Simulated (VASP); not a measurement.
# MgH2 in VASP: a series of runs

Runs on MgH2. Level: PBEsol. Tasks: single point.

Program: VASP 6.6.1. These are calculated values, not measurements. Logs are shortened: lines on timing, memory, paths and dates and some standing lists are left out, and cuts for length are marked.

## (1) The cell of the first run

It takes space group Fm-3m (No. 225, cubic). Conventional cell: a = 4.762 Å, b = 4.762 Å, c = 4.762 Å, α = 90.00°, β = 90.00°, γ = 90.00°. Within 2.7 Å of Mg (site symmetry m-3m) lie 8 H at 2.06 Å. Within 2.7 Å of H (site symmetry -43m) lie 4 Mg at 2.06 Å and 6 H at 2.38 Å.

## (2) Single point, PBEsol

The input, INCAR:

```
  PREC = Accurate
  ENCUT = 600
  EDIFF = 1E-6
  ISMEAR = -1
  SIGMA = 0.05
  LREAL = False
  LASPH = True
  NELM = 120
  ALGO = Normal
  ISIF = 2
  LWAVE = False
  LCHARG = False
  GGA = PS
  NBANDS = 9
  GGA_COMPAT = False
```

The input, KPOINTS:

```
Automatic mesh
0
Gamma
  5 5 5
```

The input, POSCAR:

```
MgH2
1.0
    0.0000000000      2.3810670000      2.3810670000
    2.3810670000      0.0000000000      2.3810670000
    2.3810670000      2.3810670000      0.0000000000
Mg H
1 2
Direct
    0.0000000000      0.0000000000      0.0000000000
    0.7500000000      0.7500000000      0.7500000000
    0.2500000000      0.2500000000      0.2500000000
```

Potentials or basis: VASP PAW PBE potentials, release 64 (Mg, H).

On the command line:

```sh
$ cat potpaw_PBE.64/Mg/POTCAR potpaw_PBE.64/H/POTCAR > POTCAR
$ mpirun -np 1 vasp_std > vasp.out
```

OUTCAR:

```text
PREC = Accurate
   ENCUT = 600
   EDIFF = 1E-6
   ISMEAR = -1
   LREAL = False
   LASPH = True
   NELM = 120
   ISIF = 2
   GGA = PS

 ion  position               nearest neighbor table
   1  0.000  0.000  0.000-   2 2.06   2 2.06   2 2.06   2 2.06   3 2.06   3 2.06   3 2.06   3 2.06

   2  0.750  0.750  0.750-   1 2.06   1 2.06   1 2.06   1 2.06
   3  0.250  0.250  0.250-   1 2.06   1 2.06   1 2.06   1 2.06

  LATTYP: Found a face centered cubic cell.
 ALAT       =     4.7621340000

  Lattice vectors:

 A1 = (   0.0000000000,   2.3810670000,   2.3810670000)
 A2 = (   2.3810670000,   0.0000000000,   2.3810670000)
 A3 = (   2.3810670000,   2.3810670000,   0.0000000000)

Analysis of symmetry for initial positions (statically):
=====================================================================
 Subroutine PRICEL returns:
 Original cell was already a primitive cell.

 Routine SETGRP: Setting up the symmetry group for a
 face centered cubic supercell.

 Subroutine GETGRP returns: Found 48 space group operations
 (whereof 48 operations were pure point group operations)
 out of a pool of 48 trial point group operations.

The static configuration has the point symmetry O_h .

Analysis of symmetry for dynamics (positions and initial velocities):
=====================================================================
 Subroutine PRICEL returns:
 Original cell was already a primitive cell.

 Routine SETGRP: Setting up the symmetry group for a
 face centered cubic supercell.

 Subroutine GETGRP returns: Found 48 space group operations
 (whereof 48 operations were pure point group operations)
 out of a pool of 48 trial point group operations.

The dynamic configuration has the point symmetry O_h .

 Subroutine INISYM returns: Found 48 space group operations
 (whereof 48 operations are pure point group operations),
 and found     1 'primitive' translations

----------------------------------------------------------------------------------------

                                     Primitive cell

  volume of cell :      26.9988

  direct lattice vectors                    reciprocal lattice vectors
     0.000000000  2.381067000  2.381067000    -0.209989891  0.209989891  0.209989891
     2.381067000  0.000000000  2.381067000     0.209989891 -0.209989891  0.209989891
     2.381067000  2.381067000  0.000000000     0.209989891  0.209989891 -0.209989891

[... 73 lines left out ...]
   NSW    =      0    number of steps for IOM
   IBRION =     -1    ionic relax: 0-MD 1-quasi-New 2-CG
   NFREE  =      0    steps in history (QN), initial steepest desc. (CG)
   ISIF   =      2    stress and relaxation
   ISYM   =      2    0-nonsym 1-usesym 2-fastsym
   POTIM  = 0.5000    time-step for ionic-motion
   TEBEG  =    0.0;   TEEND  =   0.0 temperature during run
   PSTRESS=    0.0 pullay stress
   NELECT =       4.0000    total number of electrons
   NUPDOWN=      -1.0000    fix difference up-down
   EMIN   =  10.00;   EMAX   =-10.00  energy-range for DOS
   EFERMI =   0.00;   METHOD = LEGACY
   ISMEAR =    -1;   SIGMA  =   0.05  broadening in eV -4-tet -1-fermi 0-gaus
   EFERMI_NEDOS =   21; number of points for ismear=-14 and -15
   IALGO  =     38    algorithm
   IMIX   =      4    mixing-type and parameters
     AMIX     =   0.40;   BMIX     =  1.00
     AMIX_MAG =   1.60;   BMIX_MAG =  1.00
  volume/ion in A,a.u.               =       9.00        60.73
  Fermi-wavevector in a.u.,A,eV,Ry     =   0.866257  1.636988 10.209818  0.750400
  Thomas-Fermi vector in A             =   1.984619
   LORBIT       =      0    0 simple, 1 ext, 2 COOP (PROOUT), +10 PAW based schemes
   GGA     = PS    functional components
   LHFCALC =     F    Hartree Fock is set to
   AEXX    =    0.0000 exact exchange contribution
   IVDW    =     0    specifies the selected vdW correction
   LEPSILON=     F    determine dielectric tensor
   LRPA    =     F    only Hartree local field effects (RPA)
 non-spin polarized calculation
  energy-cutoff  :      600.00
  volume of cell :       27.00
 maximum number of plane-waves:       914
   NGX = 13   NGY = 13   NGZ = 13

 number of electron       4.0000000 magnetization

 Free energy of the ion-electron system (eV)
  ---------------------------------------------------
  ext. energy  EPLUGINS =         0.00000000
  ---------------------------------------------------
  free energy    TOTEN  =        -8.58407513 eV

  energy without entropy =       -8.58123309  energy(sigma->0) =       -8.58265411

 E-fermi :   2.8012     XC(G=0):  -9.0936

 val. band max:        2.4704086424   @ k =   0.2000   0.2000   0.0000
 cond. band min:       2.9205512586   @ k =  -0.4000   0.4000   0.0000
 fundamental gap:      0.4501426161
 Fermi energy:         2.8012357665

 k-point     1 :       0.0000    0.0000    0.0000
  band No.  band energies     occupation
      1      -7.0650      2.00000
      2       4.0259      0.00000
      3      12.1368      0.00000
      4      12.1368      0.00000
      5      12.1368      0.00000
      6      14.6571      0.00000
      7      14.6571      0.00000
      8      14.6571      0.00000
      9      15.5504      0.00000
[... 97 lines left out ...]
 k-point    10 :      -0.4000    0.4000    0.2000
  band No.  band energies     occupation
      1      -2.7037      2.00000
      2      -0.7539      2.00000
      3       4.5402      0.00000
      4       5.1280      0.00000
      5      11.2499      0.00000
      6      13.4817      0.00000
      7      15.3512      0.00000
      8      19.4553      0.00000
      9      20.5919      0.00000

------------------------ aborting loop because EDIFF is reached ----------------------------------------

  FORCE on cell =-STRESS in cart. coord.  units (eV):
  Direction    XX          YY          ZZ          XY          YZ          ZX
  --------------------------------------------------------------------------------------
  -------------------------------------------------------------------------------------
  Total       -0.2080618     -0.2080618     -0.2080618     -0.0000000      0.0000000     -0.0000000
  in kB      -12.3469047    -12.3469047    -12.3469047     -0.0000000      0.0000000     -0.0000000
  external PRESSURE =     -12.3469047 kB  Pullay stress =       0.0000000 kB

 VOLUME and BASIS-vectors are now :
 -----------------------------------------------------------------------------
  energy-cutoff  :      600.00
  volume of cell :       27.00
      direct lattice vectors                 reciprocal lattice vectors
     0.000000000  2.381067000  2.381067000    -0.209989891  0.209989891  0.209989891
     2.381067000  0.000000000  2.381067000     0.209989891 -0.209989891  0.209989891
     2.381067000  2.381067000  0.000000000     0.209989891  0.209989891 -0.209989891

 POSITION                                       TOTAL-FORCE (eV/Angst)
 -----------------------------------------------------------------------------------
      0.00000      0.00000      0.00000        -0.000000     -0.000000     -0.000000
      3.57160      3.57160      3.57160        -0.000000     -0.000000     -0.000000
      1.19053      1.19053      1.19053         0.000000      0.000000      0.000000
 -----------------------------------------------------------------------------------
    total drift:                                0.000000      0.000000      0.000000

  FREE ENERGIE OF THE ION-ELECTRON SYSTEM (eV)
  ---------------------------------------------------
  free  energy   TOTEN  =        -8.5840751313 eV

  energy  without entropy=       -8.5812330943  energy(sigma->0) =       -8.58265411
```

OSZICAR:

```text
N       E                     dE             d eps       ncg     rms          rms(c)
DAV:   1    -0.312259569065E+01   -0.31226E+01   -0.16529E+03   188   0.352E+02
DAV:   2    -0.905517228037E+01   -0.59326E+01   -0.55162E+01   236   0.457E+01
DAV:   3    -0.920719593517E+01   -0.15202E+00   -0.15193E+00   223   0.709E+00
DAV:   4    -0.920743312759E+01   -0.23719E-03   -0.23719E-03   234   0.275E-01
DAV:   5    -0.920743404739E+01   -0.91980E-06   -0.91961E-06   226   0.147E-02    0.434E+00
DAV:   6    -0.874818771147E+01    0.45925E+00   -0.33776E-01   185   0.214E+00    0.219E+00
DAV:   7    -0.858212908211E+01    0.16606E+00   -0.41423E-01   186   0.261E+00    0.337E-01
DAV:   8    -0.858412677840E+01   -0.19977E-02   -0.60517E-03   213   0.470E-01    0.514E-02
DAV:   9    -0.858406959803E+01    0.57180E-04   -0.18238E-04   209   0.555E-02    0.113E-02
DAV:  10    -0.858407526940E+01   -0.56714E-05   -0.47527E-06   214   0.133E-02    0.275E-03
DAV:  11    -0.858407513125E+01    0.13814E-06   -0.28360E-07   144   0.224E-03
   1 F= -.85840751E+01 E0= -.85826541E+01  d E =-.284204E-02
```

Run time: 2.6 s. Hardware: 1 thread of Intel Xeon 6975P-C (Granite Rapids), shared host; peak memory 0.15 GiB.

Results:

```yaml
Free_energy: -8.5841 eV
Pressure: -1.2 GPa
Band_gap_on_the_k_mesh: zero (band 2 reaches 4.03 eV, above the bottom of band 3 at 2.92 eV)
```

Levels at points of the mesh, in eV from the Fermi level:
| k point | band 1 | band 2 | band 3 | band 4 | band 5 | band 6 |
| --- | --- | --- | --- | --- | --- | --- |
| (0.00, 0.00, 0.00) | -9.87 | 1.22 | 9.34 | 9.34 | 9.34 | 11.86 |

Caveat: the k points lie up to 0.46 Å⁻¹ apart; the PAW data sets were made with another functional, which shifts forces and pressure a little.

## (3) Single point, PBEsol

The input, INCAR:

```
PREC = Accurate ; ENCUT = 600
EDIFF = 1E-6 ; ISMEAR = -1
SIGMA = 0.05 ; LREAL = F
LASPH = T ; NELM = 120
ALGO = Normal ; ISIF = 2
LWAVE = F ; LCHARG = T
GGA = PS ; LELF = T
LVHAR = T ; NBANDS = 9
GGA_COMPAT = F
```

The input, KPOINTS:

```
regular mesh
0
Gamma
  5 5 5
```

The input, POSCAR:

```
MgH2
1.0
    0.0000000000      2.3810670000      2.3810670000
    2.3810670000      0.0000000000      2.3810670000
    2.3810670000      2.3810670000      0.0000000000
Mg H
1 2
Direct
   -0.0003743691      0.0003244733      0.0003771876
    0.7514820478      0.7486750288      0.7477443899
    0.2575447796      0.2435012367      0.2431608233
```

Potentials or basis: VASP PAW PBE potentials, release 64 (Mg, H).

On the command line:

```sh
$ cat potpaw_PBE.64/Mg/POTCAR potpaw_PBE.64/H/POTCAR > POTCAR
$ mpirun -np 1 vasp_std > vasp.out
```

It took 8.3 s on 1 thread of Intel Xeon 6975P-C (Granite Rapids), shared host; peak memory 0.16 GiB.

The run converged. Its results:

| Item | Value |
| --- | --- |
| Free energy | -8.5827 eV |
| Pressure | -1.2 GPa |
| Largest force | 0.085 eV/Å |
| Band gap on the k mesh | zero (band 2 reaches 4.03 eV, above the bottom of band 3 at 2.91 eV) |

Forces on the atoms (eV/Å):
```
Mg  -0.067  0.000  0.005
H   -0.018  0.008  0.002
H    0.085 -0.008 -0.007
```

Stress tensor (GPa, compression positive):
```
-1.21 -0.01 -0.02
-0.01 -1.22  0.12
-0.02  0.12 -1.22
```

Levels at points of the mesh, in eV from the Fermi level:
| k point | band 1 | band 2 | band 3 | band 4 | band 5 | band 6 | band 7 |
| --- | --- | --- | --- | --- | --- | --- | --- |
| (0.00, 0.00, 0.00) | -9.87 | 1.22 | 9.33 | 9.33 | 9.34 | 11.85 | 11.86 |

Caveat: the k points lie up to 0.46 Å⁻¹ apart; the PAW data sets were made with another functional, which shifts forces and pressure a little.

(Continued in part 2 of 2.)
